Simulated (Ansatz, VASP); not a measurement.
# One calculation of BAs, two programs

File POSCAR:

```
BAs
1.0
    2.9570103300      0.0000000000      0.0000000000
    0.0000000000      2.9570103300      0.0000000000
    0.0000000000      0.0000000000      2.9570103300
B As
1 1
Direct
    0.5000000000      0.5000000000      0.5000000000
    0.0000000000      0.0000000000      0.0000000000
```

INCAR.step1

```
SYSTEM = BAs
PREC = Accurate
ENCUT = 520
EDIFF = 1E-5
ISMEAR = -1
SIGMA = 0.05
LREAL = .False.
LASPH = .True.
NELM = 100
ALGO = Normal
ISIF = 2
LWAVE = .True.
GGA = PE
NBANDS = 11
```

Contents of INCAR.step2:

```
SYSTEM = BAs
PREC = Accurate
ENCUT = 520
EDIFF = 1E-7
ISMEAR = -1
SIGMA = 0.05
LREAL = .False.
LASPH = .True.
NELM = 100
ALGO = Normal
ISIF = 2
LWAVE = .False.
LCHARG = .True.
GGA = PE
LHFCALC = .True.
AEXX = 0.25
HFSCREEN = 0.15
PRECFOCK = Normal
LELF = .True.
LVHAR = .True.
ISTART = 1
NBANDS = 11
```

File KPOINTS:

```
regular mesh
0
Gamma
  5 5 5
  0 0 0
```

input

```
crystal:
  lattice:
    - [2.95701033, 0.0, 0.0]
    - [0.0, 2.95701033, 0.0]
    - [0.0, 0.0, 2.95701033]
  atoms:
    - { symbol: B, position: [0.5, 0.5, 0.5] }
    - { symbol: As, position: [0.0, 0.0, 0.0] }
hamiltonian:
  xc:
    exchange: pbe
    correlation: pbe
    exx: { coeff: 0.25, omega: 0.15 }
  pseudopotentials: { kind: paw }
kpoints:
  mp_grid: { grid: [5, 5, 5] }
scf:
  occupations: { method: fermi_dirac, width: 0.05 }
output:
  forces: true
  stress: true
  eigenvalues: true
```

Alike in both runs: task single point; functional PBE-based screened hybrid with a share of 0.25 of exact exchange and HFSCREEN = 0.15; k mesh 5 × 5 × 5; occupations fermi-dirac, width 0.05 eV; no spin polarisation.

|  | VASP | Ansatz |
| --- | --- | --- |
| version | VASP 6.6.1 | Ansatz 0.2.0 |
| potentials or method | VASP PAW PBE potentials, release 64 (B, As) | Ansatz PAW |
| plane-wave cutoff (eV) | 520 | 420 |
| valence electrons in the cell | 8 | 18 |

Ansatz gave:

| Quantity | Value |
| --- | --- |
| gap on the k mesh at the Fermi level (eV) | none |
| pressure (GPa) | -8.9 |

Estimate VASP's values.

gap on the k mesh at the Fermi level (eV): none; pressure (GPa): -9.3.

VASP's potentials were made for PBE, not for PBE-based screened hybrid. A gap of «none» marks a metal or a gap that the smearing closes. VASP's potentials hold 8 valence electrons a cell and Ansatz's 18, so a difference there can come from the potentials and not from the codes.

The k mesh is coarse, so the values compare programs but aren't converged.
